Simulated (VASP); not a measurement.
Here is a VASP 6.6.1 calculation.

Contents of INCAR:

```
SYSTEM = Pd
  PREC = Accurate
  ENCUT = 600
  EDIFF = 1E-7
  ISMEAR = -1
  SIGMA = 0.05
  LREAL = .FALSE.
  LASPH = .TRUE.
  NELM = 80
  ALGO = Normal
  ISIF = 3
  LWAVE = .FALSE.
  LCHARG = .FALSE.
  IBRION = 2
  NSW = 60
  EDIFFG = -0.01
```

KPOINTS

```
regular mesh
0
G
  11 11 6
  0 0 0
```

Contents of POSCAR:

```
Pd
1.0
    2.7836650458      0.0000000000      0.0000000000
   -1.3918325229      2.4107246453      0.0000000000
    0.0000000000      0.0000000000      4.6288930000
Pd
2
Direct
    0.3333333333      0.6666666667      0.2500000000
    0.6666666667      0.3333333333      0.7500000000
```

Potentials or basis: VASP PAW LDA potentials, release 64 (Pd).

Launch:

```console
$ cat potpaw_LDA.64/Pd/POTCAR > POTCAR
$ mpirun -np 1 vasp_std > vasp.out
```

**Question.** Estimate the relaxed cell.

**Answer.** a = 2.703 Å, b = 2.703 Å, c = 4.501 Å, α = 90.00°, β = 90.00°, γ = 120.00°.

**Question.** Predict the space group after relaxing (to 0.1 Å).

**Answer.** P6_3/mmc (No. 194).

**Question.** Estimate the relaxed volume.

**Answer.** 14.24 Å³/atom.

Stress tensor (GPa, compression positive):
```
-0.09  0.00  0.00
 0.00 -0.09  0.00
 0.00  0.00  0.08
```
